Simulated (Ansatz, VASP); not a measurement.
## One calculation of SiC, two programs

File INCAR:

```
SYSTEM = SiC
PREC = Accurate
ENCUT = 520
EDIFF = 1E-7
ISMEAR = 0
SIGMA = 0.05
LREAL = .False.
LASPH = .True.
NELM = 60
ALGO = Normal
ISIF = 2
LWAVE = .False.
LCHARG = .False.
GGA = PE
NBANDS = 16
```

The input KPOINTS:

```
regular mesh
0
Gamma
  12 12 6
  0 0 0
```

POSCAR

```
SiC
1.0
    3.0759982064      0.0000000000      0.0000000000
   -1.5379991032      2.6638925888      0.0000000000
    0.0000000000      0.0000000000      5.0480000000
Si C
2 2
Direct
    0.3333333333      0.6666666667      0.0000000000
    0.6666666667      0.3333333333      0.5000000000
    0.3008235615      0.6666666667      0.3850000000
    0.6666666667      0.3333333333      0.8850000000
```

Input for Ansatz:

```yaml
crystal:
  lattice:
    - [3.0759982064, 0.0, 0.0]
    - [-1.5379991032, 2.6638925888, 0.0]
    - [0.0, 0.0, 5.048]
  atoms:
    - { symbol: Si, position: [0.3333333333, 0.6666666667, 0.0] }
    - { symbol: Si, position: [0.6666666667, 0.3333333333, 0.5] }
    - { symbol: C, position: [0.3008235615, 0.6666666667, 0.385] }
    - { symbol: C, position: [0.6666666667, 0.3333333333, 0.885] }
basis:
  ecutwfc: 420
kpoints:
  mp_grid: { grid: [12, 12, 6] }
hamiltonian:
  xc: pbe
scf:
  occupations: { method: gaussian, width: 0.05 }
output:
  forces: true
  stress: true
  eigenvalues: true
  write_density: true
  write_potential: true
  elf: true
  volumetric_format: npy
```

Alike in both runs: task single point; functional PBE; k mesh 12 × 12 × 6; occupations gaussian, width 0.05 eV; no spin polarisation.

```csv
,VASP,Ansatz
version,VASP 6.6.1,Ansatz 0.2.0
potentials or method,"VASP PAW PBE potentials, release 64 (Si, C), cutoff 520 eV","scalar-relativistic, plane waves, PAW"
valence electrons in the cell,16,16
```

```tsv
	VASP	Ansatz	Ansatz less VASP
gap on the k mesh at the Fermi level (eV)	2.24	2.25	+0.003
least direct gap on the mesh (eV)	3.99	3.99	+0.005
pressure (GPa)	4.3	4.4	+0.06
traceless stress, the component that is largest in VASP (GPa)	4.39	4.38	-0.005
rms of the force components (eV/Å)	0.979	0.979	+0.0002
```

Atom by atom the forces differ by 0.000 eV/Å (rms over components).
